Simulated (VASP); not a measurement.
# Al3Si8N3 in VASP: further runs

Runs on Al3Si8N3. Level: PBE. Tasks: single point.

All numbers are computed with VASP 6.6.1; they aren't measurements. Logs are shortened: lines on timing, memory, paths and dates and some standing lists are left out, and cuts for length are marked.

**1. The cell of the first run**

The cell holds an amorphous packing of atoms, 14 atoms: a = 5.779 Å, b = 5.948 Å, c = 6.533 Å, α = 88.72°, β = 94.71°, γ = 91.30°.

**2. Single point, PBE**

INCAR

```
SYSTEM = Al3Si8N3
  ALGO = Normal
  EDIFF = 1E-6
  ENCUT = 520
  GGA = PE
  ISIF = 2
  ISMEAR = -1
  ISYM = 0
  LASPH = .TRUE.
  LCHARG = .TRUE.
  LELF = .TRUE.
  LREAL = .FALSE.
  LVHAR = .TRUE.
  LWAVE = .FALSE.
  NBANDS = 41
  NELM = 100
  PREC = Accurate
  SIGMA = 0.3447
```

KPOINTS

```
Automatic mesh
0
Gamma
  1 1 1
  0.25 0.25 0.25
```

POSCAR

```
Al3Si8N3
1.0
    5.7732050000     -0.0648510000     -0.2515370000
   -0.0648510000      5.9471390000      0.0684970000
   -0.2515370000      0.0684970000      6.5273540000
Al N Si
3 3 8
Direct
    0.4008595452      0.9485161170      0.0322342712
    0.1120845681      0.3871359617      0.1586408159
    0.2412727234      0.9961906994      0.4522711565
    0.8855067115      0.6152597232      0.9062864151
    0.5018208838      0.3940266073      0.7045795094
    0.9708914123     -0.1472458489      0.2741990111
    0.9817577367      0.7560963662      0.6797054462
    0.7530614786      0.7222325798      0.1412944755
    0.9380315937      0.1041390540      0.8392171530
    0.3195521441      0.4978891092      0.9041788261
    0.4442262272      0.5920934805      0.5118222032
    0.0533257928      0.3627408713      0.5642852752
    0.7842515249      0.1182656007      0.3065759015
    0.5588245835      0.0450863610      0.7112789928
```

Potentials or basis: VASP PAW PBE potentials, release 64 (Al, N, Si).

The run is started by

```bash
$ cat potpaw_PBE.64/Al/POTCAR potpaw_PBE.64/N/POTCAR potpaw_PBE.64/Si/POTCAR > POTCAR
$ mpirun -np 1 vasp_std > vasp.out
```

OUTCAR:

```text
SYSTEM = Al3Si8N3
   EDIFF = 1E-6
   ENCUT = 520
   GGA = PE
   ISIF = 2
   ISMEAR = -1
   ISYM = 0
   LASPH = .TRUE.
   LREAL = .FALSE.
   NELM = 100
   PREC = Accurate

 ion  position               nearest neighbor table
   1  0.401  0.949  0.032-  14 2.41   8 2.51  10 2.84  13 2.91   3 2.99   9 3.02   2 3.29
   2  0.112  0.387  0.159-  10 2.21   4 2.43  13 2.68  12 2.70   9 2.82   8 2.90   3 3.05  11 3.13
                             1 3.29
   3  0.241  0.996  0.452-   6 2.05  14 2.41   7 2.58  12 2.60  11 2.70  13 2.84   1 2.99   2 3.05

   4  0.886  0.615  0.906-   7 1.81   8 1.90   2 2.43
   5  0.502  0.394  0.705-  11 1.72  10 1.87  14 2.11
   6  0.971  0.853  0.274-   8 1.66  13 1.96   3 2.05
   7  0.982  0.756  0.680-   4 1.81   9 2.37  12 2.53   3 2.58  10 2.81  14 3.04
   8  0.753  0.722  0.141-   6 1.66   4 1.90   1 2.51  13 2.61   2 2.90  10 3.12
   9  0.938  0.104  0.839-  14 2.30   7 2.37  12 2.46   2 2.82   1 3.02
  10  0.320  0.498  0.904-   5 1.87   2 2.21  12 2.72  11 2.76   7 2.81   1 2.84   8 3.12
  11  0.444  0.592  0.512-   5 1.72  12 2.65   3 2.70  10 2.76  14 3.05   2 3.13
  12  0.053  0.363  0.564-   9 2.46   7 2.53   3 2.60  13 2.64  11 2.65   2 2.70  10 2.72
  13  0.784  0.118  0.307-   6 1.96   8 2.61  12 2.64   2 2.68   3 2.84   1 2.91  14 3.06
  14  0.559  0.045  0.711-   5 2.11   9 2.30   1 2.41   3 2.41   7 3.04  11 3.05  13 3.06

IMPORTANT INFORMATION: All symmetrisations will be switched off!
NOSYMM: (Re-)initialisation of all symmetry stuff for point group C_1.

----------------------------------------------------------------------------------------

                                     Primitive cell

  volume of cell :     223.6819

  direct lattice vectors                    reciprocal lattice vectors
     5.773205000 -0.064851000 -0.251537000     0.173524922  0.001815417  0.006667876
    -0.064851000  5.947139000  0.068497000     0.001815417  0.168187398 -0.001694973
    -0.251537000  0.068497000  6.527354000     0.006667876 -0.001694973  0.153476174

  length of vectors
     5.779045984  5.947887001  6.532557917     0.173662474  0.168205735  0.153630301

  position of ions in fractional coordinates (direct lattice)
     0.400859545  0.948516117  0.032234271
     0.112084568  0.387135962  0.158640816
     0.241272723  0.996190699  0.452271156
     0.885506711  0.615259723  0.906286415
     0.501820884  0.394026607  0.704579509
     0.970891412  0.852754151  0.274199011
     0.981757737  0.756096366  0.679705446
     0.753061479  0.722232580  0.141294475
     0.938031594  0.104139054  0.839217153
     0.319552144  0.497889109  0.904178826
     0.444226227  0.592093480  0.511822203
     0.053325793  0.362740871  0.564285275
     0.784251525  0.118265601  0.306575901
     0.558824583  0.045086361  0.711278993

  ion indices of the primitive-cell ions
   primitive index   ion index
                 1           1
                 2           2
                 3           3
                 4           4
                 5           5
                 6           6
                 7           7
                 8           8
                 9           9
                10          10
                11          11
                12          12
                13          13
                14          14

----------------------------------------------------------------------------------------

 KPOINTS: Automatic mesh

Automatic generation of k-mesh.
 Grid dimensions read from file:
 generate k-points for:    1    1    1

 Generating k-lattice:

  Cartesian coordinates                     Fractional coordinates (reciprocal lattice)
     0.173524922  0.001815417  0.006667876     1.000000000  0.000000000  0.000000000
     0.001815417  0.168187398 -0.001694973     0.000000000  1.000000000 -0.000000000
     0.006667876 -0.001694973  0.153476174     0.000000000  0.000000000  1.000000000

  Length of vectors
     0.173662474  0.168205735  0.153630301

  Shift w.r.t. Gamma in fractional coordinates (k-lattice)
     0.250000000  0.250000000  0.250000000

 Subroutine IBZKPT returns following result:
 ===========================================

 Found      1 irreducible k-points:

 Following reciprocal coordinates:
            Coordinates               Weight
  0.250000  0.250000  0.250000      2.000000
   k-points           NKPTS =      1   k-points in BZ     NKDIM =      1   number of bands    NBANDS=     41
   number of dos      NEDOS =    301   number of ions     NIONS =     14
   total plane-waves  NPLWV = 115200
   dimension x,y,z NGX =    48 NGY =   48 NGZ =   50
   dimension x,y,z NGXF=    96 NGYF=   96 NGZF=  100
   ions per type =               3   3   8
   NGX,Y,Z   is equivalent  to a cutoff of  13.81, 13.42, 12.72 a.u.
   NGXF,Y,Z  is equivalent  to a cutoff of  27.62, 26.83, 25.45 a.u.
 SYSTEM =  Al3Si8N3
   PREC   = accura    normal or accurate (medium, high low for compatibility)
   ISTART =      0    job   : 0-new  1-cont  2-samecut
   ICHARG =      2    charge: 1-file 2-atom 10-const
   ISPIN  =      1    spin polarized calculation?
   LNONCOLLINEAR =      F non collinear calculations
   LSORBIT =      F    spin-orbit coupling
   LASPH  =      T    aspherical Exc in radial PAW
   ENCUT  =  520.0 eV  38.22 Ry    6.18 a.u.  10.75 11.06 12.15*2*pi/ulx,y,z
   NELM   =    100;   NELMIN=  2; NELMDL= -5     # of ELM steps
   EDIFF  = 0.1E-05   stopping-criterion for ELM
   LREAL  =      F    real-space projection
   EDIFFG = 0.1E-04   stopping-criterion for IOM
   NSW    =      0    number of steps for IOM
   IBRION =     -1    ionic relax: 0-MD 1-quasi-New 2-CG
   NFREE  =      0    steps in history (QN), initial steepest desc. (CG)
   ISIF   =      2    stress and relaxation
   ISYM   =      0    0-nonsym 1-usesym 2-fastsym
   POTIM  = 0.5000    time-step for ionic-motion
   TEBEG  =    0.0;   TEEND  =   0.0 temperature during run
   PSTRESS=    0.0 pullay stress
   NELECT =      56.0000    total number of electrons
   NUPDOWN=      -1.0000    fix difference up-down
   EMIN   =  10.00;   EMAX   =-10.00  energy-range for DOS
   EFERMI =   0.00;   METHOD = LEGACY
   ISMEAR =    -1;   SIGMA  =   0.34  broadening in eV -4-tet -1-fermi 0-gaus
   EFERMI_NEDOS =   21; number of points for ismear=-14 and -15
   IALGO  =     38    algorithm
   IMIX   =      4    mixing-type and parameters
     AMIX     =   0.40;   BMIX     =  1.00
     AMIX_MAG =   1.60;   BMIX_MAG =  1.00
  volume/ion in A,a.u.               =      15.98       107.82
  Fermi-wavevector in a.u.,A,eV,Ry     =   1.031796  1.949812 14.484805  1.064603
  Thomas-Fermi vector in A             =   2.165962
   LORBIT       =      0    0 simple, 1 ext, 2 COOP (PROOUT), +10 PAW based schemes
   GGA     = PE    functional components
   LHFCALC =     F    Hartree Fock is set to
   AEXX    =    0.0000 exact exchange contribution
   IVDW    =     0    specifies the selected vdW correction
   LEPSILON=     F    determine dielectric tensor
   LRPA    =     F    only Hartree local field effects (RPA)
 non-spin polarized calculation
  energy-cutoff  :      520.00
  volume of cell :      223.68
 maximum number of plane-waves:      6017
 NGX is ok and might be reduce to    42
   NGX = 21   NGY = 23   NGZ = 25

 number of electron      56.0000001 magnetization

 Free energy of the ion-electron system (eV)
  ---------------------------------------------------
  ext. energy  EPLUGINS =         0.00000000
  ---------------------------------------------------
  free energy    TOTEN  =       -74.31025391 eV

  energy without entropy =      -72.30017837  energy(sigma->0) =      -73.30521614

 E-fermi :   6.7679     XC(G=0): -10.1032

 val. band max:        6.4910913443   @ k =   0.2500   0.2500   0.2500
 cond. band min:       6.8497634740   @ k =   0.2500   0.2500   0.2500
 fundamental gap:      0.3586721297
 Fermi energy:         6.7679152905

 k-point     1 :       0.2500    0.2500    0.2500
  band No.  band energies     occupation
      1      -9.5909      2.00000
      2      -9.4255      2.00000
      3      -8.1308      2.00000
      4      -3.8804      2.00000
      5      -3.2751      2.00000
      6      -2.6526      2.00000
[... 32 lines left out ...]
     39      10.4682      0.00004
     40      10.7068      0.00002
 [bands above 40 left out]

------------------------ aborting loop because EDIFF is reached ----------------------------------------

  FORCE on cell =-STRESS in cart. coord.  units (eV):
  Direction    XX          YY          ZZ          XY          YZ          ZX
  --------------------------------------------------------------------------------------
  -------------------------------------------------------------------------------------
  Total       -1.4634173     -3.2246546     -4.6696525      1.7304468     -3.9998574     -0.6204973
  in kB      -10.4820892    -23.0973888    -33.4475445     12.3947543    -28.6499711     -4.4444656
  external PRESSURE =     -22.3423408 kB  Pullay stress =       0.0000000 kB

 VOLUME and BASIS-vectors are now :
 -----------------------------------------------------------------------------
  energy-cutoff  :      520.00
  volume of cell :      223.68
      direct lattice vectors                 reciprocal lattice vectors
     5.773205000 -0.064851000 -0.251537000     0.173524922  0.001815417  0.006667876
    -0.064851000  5.947139000  0.068497000     0.001815417  0.168187398 -0.001694973
    -0.251537000  0.068497000  6.527354000     0.006667876 -0.001694973  0.153476174

 POSITION                                       TOTAL-FORCE (eV/Angst)
 -----------------------------------------------------------------------------------
      2.24462      5.61717      0.17454        -0.641573     -0.007445      0.818254
      0.58208      2.30595      1.03383        -1.397147     -0.766990      1.113259
      1.21455      5.93982      2.95968        -0.542784     -0.687348     -1.865476
      4.84435      3.66369      5.73506        -0.287890     -0.006590      2.469637
      2.69433      2.35905      4.49980        -0.990786     -0.811433      1.469088
      5.48088      5.02727      1.60399         1.862921      2.560516      1.885500
      5.44788      4.47950      4.24152        -0.336051     -2.146939      1.369713
      4.26520      4.25606      0.78233        -0.441792     -1.638510     -2.583902
      5.19760      0.61598      5.24905         1.341274      1.020402      0.508838
      1.58512      3.00223      5.85562         2.271586      1.049263     -2.807237
      2.39747      3.52751      3.26966         0.245160      0.019484     -1.212135
      0.14240      2.19246      3.69472        -0.673603     -0.245954     -0.099778
      4.44286      0.67348      1.81196        -0.263652     -0.505118     -0.104644
      3.04437      0.28061      4.50529        -0.145664      2.166661     -0.961118
 -----------------------------------------------------------------------------------
    total drift:                                0.000075     -0.000212      0.000795

  FREE ENERGIE OF THE ION-ELECTRON SYSTEM (eV)
  ---------------------------------------------------
  free  energy   TOTEN  =       -74.3102539121 eV

  energy  without entropy=      -72.3001783738  energy(sigma->0) =      -73.30521614
```

It took 16 s on 1 thread of AMD EPYC 9R45 (Zen 5), shared host; peak memory 0.29 GiB.

What came out:

```yaml
Free_energy: -74.3103 eV
Pressure: -2.2 GPa
Largest_force: 3.761 eV/Å
Band_gap_on_the_k_mesh: 0.36 eV
```

Forces on the atoms (eV/Å):
```
Al  -0.642 -0.007  0.818
Al  -1.397 -0.767  1.113
Al  -0.543 -0.687 -1.865
N   -0.288 -0.007  2.470
N   -0.991 -0.811  1.469
N    1.863  2.561  1.885
Si  -0.336 -2.147  1.370
Si  -0.442 -1.639 -2.584
Si   1.341  1.020  0.509
Si   2.272  1.049 -2.807
Si   0.245  0.019 -1.212
Si  -0.674 -0.246 -0.100
Si  -0.264 -0.505 -0.105
Si  -0.146  2.167 -0.961
```

Caveat: the k points lie up to 1.09 Å⁻¹ apart.

(Part 1 of 2 ends here.)
